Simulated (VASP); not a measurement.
Wanted: the native input for a VASP 6.6.1 run.

| Quantity | Value |
| --- | --- |
| Task | relaxation of volume and atoms at fixed shape |
| Functional | LDA |
| Potentials or basis | VASP PAW LDA potentials, release 64 (Sr_sv) |
| Cutoff | 600 eV |
| k mesh | 6 × 6 × 6 |
| Occupations | fermi-dirac, width 0.05 eV |
| Spin | no spin polarisation |
| Dipole correction | no |
| Further INCAR settings | ALGO = Normal; EDIFF = 1e-06; IBRION = 2; EDIFFG = -0.01; NSW = 80; ISIF = 8 |

The structure of Sr lies in POSCAR:

```
Sr
1.0
    0.0000000000      3.0423500000      3.0423500000
    3.0423500000      0.0000000000      3.0423500000
    3.0423500000      3.0423500000      0.0000000000
Sr
1
Direct
    0.0000000000      0.0000000000      0.0000000000
```

These files were run (other wordings do the same):

INCAR

```
PREC = Accurate
ENCUT = 600
EDIFF = 1E-6
ISMEAR = -1
SIGMA = 0.05
LREAL = False
LASPH = True
NELM = 60
ALGO = Normal
ISIF = 8
LWAVE = False
LCHARG = False
IBRION = 2
NSW = 80
EDIFFG = -0.01
```

KPOINTS

```
Automatic mesh
0
Gamma
  6 6 6
```

Potentials or basis: VASP PAW LDA potentials, release 64 (Sr_sv).

Run with:

```sh
$ cat potpaw_LDA.64/Sr_sv/POTCAR > POTCAR
$ mpirun -np 1 vasp_std > vasp.out
```

Results of the run:

```yaml
Relaxed_volume: 49.07 Å³/atom
Relaxed_cell: a = 4.109 Å, b = 4.109 Å, c = 4.109 Å, α = 60.00°, β = 60.00°, γ = 60.00°
Space_group_after_relaxing_to_0.05_Å: Fm-3m (No. 225)
Energy_gained_by_relaxing: 38.8 meV/atom
Ionic_steps: 5
Pressure_after_relaxing: 0.0 GPa
Band_gap_on_the_k_mesh: 0.05 eV, direct
```

Caveat: the volume moved by -13 % from the deposited cell, more than functionals usually miss.

Run time: 60 s on 1 thread of AMD EPYC 7R43 64-Core Processor (Zen 3) (shared host), peak memory 0.14 GiB.
